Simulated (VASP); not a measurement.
Wanted: the native input for a VASP 6.6.1 run.

```yaml
Task: single point
Functional: PBE
Potentials_or_basis: VASP PAW PBE potentials, release 64 (Fe)
Cutoff: 600 eV
k_mesh: 12 × 7 × 9
Occupations: fermi-dirac, width 0.1 eV
Spin: collinear spin
Starting_moments: "[4.0, 0.0] μB"
Hubbard_terms: Fe d U = 5.3 eV
Dipole_correction: no
Further_INCAR_settings: ALGO = Normal; EDIFF = 1e-06; NBANDS = 19; ISYM = 0
```

The structure of Fe lies in POSCAR:

```
Fe
1.0
    0.0000000000     -1.8395000000     -1.8395000000
   -3.6790000000     -1.8395000000     -1.8395000000
    0.0000000000      1.8395000000     -1.8395000000
Fe
2
Direct
    0.0000000000      0.0000000000      0.0000000000
    0.0000000000      0.5000000000      0.5000000000
```

This isn't the form of Fe at room conditions, which is bcc.

These files were run (other wordings do the same):

INCAR

```
SYSTEM = Fe
PREC     = Accurate       ! precision mode
ENCUT    = 600            ! plane-wave cutoff, eV
EDIFF    = 1E-6           ! SCF threshold, eV
ISMEAR   = -1             ! smearing method
SIGMA    = 0.1            ! smearing width, eV
LREAL    = .FALSE.        ! projectors in reciprocal space
LASPH    = .TRUE.         ! aspherical terms in the spheres
NELM     = 200            ! most SCF steps
ALGO     = Normal         ! electronic algorithm
ISIF     = 2              ! what is computed and relaxed
LWAVE    = .FALSE.        ! write WAVECAR
LCHARG   = .FALSE.        ! write CHGCAR
ISPIN    = 2              ! spin polarisation
MAGMOM   = 4 0            ! initial moments
LORBIT   = 11             ! projections on sites
LMAXMIX  = 4              ! l up to which the mixer works
LDAU     = .TRUE.         ! DFT+U
LDAUTYPE = 2            
LDAUL    = 2              ! shell
LDAUU    = 5.3            ! U, eV
LDAUJ    = 0            
LDAUPRINT= 1            
GGA      = PE             ! functional
NBANDS   = 19             ! bands
ISYM     = 0            
GGA_COMPAT= .FALSE.
```

KPOINTS

```
Automatic mesh
0
G
  12 7 9
  0 0 0
```

Potentials or basis: VASP PAW PBE potentials, release 64 (Fe).

The run is started by

```bash
$ cat potpaw_PBE.64/Fe/POTCAR > POTCAR
$ mpirun -np 1 vasp_std > vasp.out
```

Results of the run:

| Property | Result |
| --- | --- |
| Pressure | 3.7 GPa |
| Net moment | 3.05 μB per cell |
| Site moments | Fe +3.56, -0.43 μB |
| Valence electrons inside the program's atomic spheres | Fe 7.02, 7.26 |

Caveat: the stress differs along the axes, from 0 to 6 GPa; the U is typed as a test and isn't derived for this compound.

Wall time 34 min on 1 thread of Intel Xeon 8259CL, with other jobs on the host, peak memory 0.43 GiB.
